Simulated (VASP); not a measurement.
Write the native input for VASP 6.6.1 that does the following.

* Task: single point
* Functional: r2SCAN
* Potentials or basis: VASP PAW PBE potentials, release 64 (Mg, S)
* Cutoff: 520 eV
* k mesh: 6 × 6 × 6
* Occupations: gaussian, width 0.01 eV
* Spin: no spin polarisation
* Dipole correction: no
* Further INCAR settings: ALGO = Normal; EDIFF = 1e-07; NBANDS = 11

The system is MgS (Niningerite).

```
CELL_PARAMETERS angstrom
0.00000 2.49312 2.49312
2.49312 0.00000 2.49312
2.49312 2.49312 0.00000
ATOMIC_POSITIONS crystal
Mg 0.00000 0.00000 0.00000
S 0.50000 0.50000 0.50000
```

The input as run:

POSCAR

```
MgS
1.0
    0.0000000000      2.4931194942      2.4931194942
    2.4931194942      0.0000000000      2.4931194942
    2.4931194942      2.4931194942      0.0000000000
Mg S
1 1
Direct
    0.0000000000      0.0000000000      0.0000000000
    0.5000000000      0.5000000000      0.5000000000
```

INCAR.step1

```
SYSTEM = MgS
PREC = Accurate
ENCUT = 520
ISMEAR = 0
SIGMA = 0.01
LREAL = .FALSE.
LASPH = .TRUE.
NELM = 80
NBANDS = 11
GGA = PE
ALGO = Normal
EDIFF = 1E-4
LWAVE = .TRUE.
LCHARG = .FALSE.
```

INCAR.step2

```
SYSTEM = MgS
PREC = Accurate
ENCUT = 520
EDIFF = 1E-7
ISMEAR = 0
SIGMA = 0.01
LREAL = .FALSE.
LASPH = .TRUE.
NELM = 80
ALGO = Normal
ISIF = 2
LWAVE = .FALSE.
LCHARG = .FALSE.
METAGGA = R2SCAN
LMIXTAU = .TRUE.
NBANDS = 11
ISTART = 1
```

KPOINTS

```
Automatic mesh
0
G
  6 6 6
  0 0 0
```

Potentials or basis: VASP PAW PBE potentials, release 64 (Mg, S).

Launch:

```sh
$ cat potpaw_PBE.64/Mg/POTCAR potpaw_PBE.64/S/POTCAR > POTCAR
$ cp INCAR.step1 INCAR
$ mpirun -np 1 vasp_std > vasp.out
$ cp INCAR.step2 INCAR
$ mpirun -np 1 vasp_std > vasp.out
```

It gave:

```json
{"Pressure": "12.7 GPa", "Band gap on the k mesh": "3.70 eV, indirect (least direct gap 5.74 eV)"}
```

Caveat: the PAW data sets were made with another functional, which shifts forces and pressure a little.

Run time: 19 s on 1 thread of Intel(R) Xeon(R) 6975P-C (Granite Rapids) (shared host), peak memory 0.15 GiB.
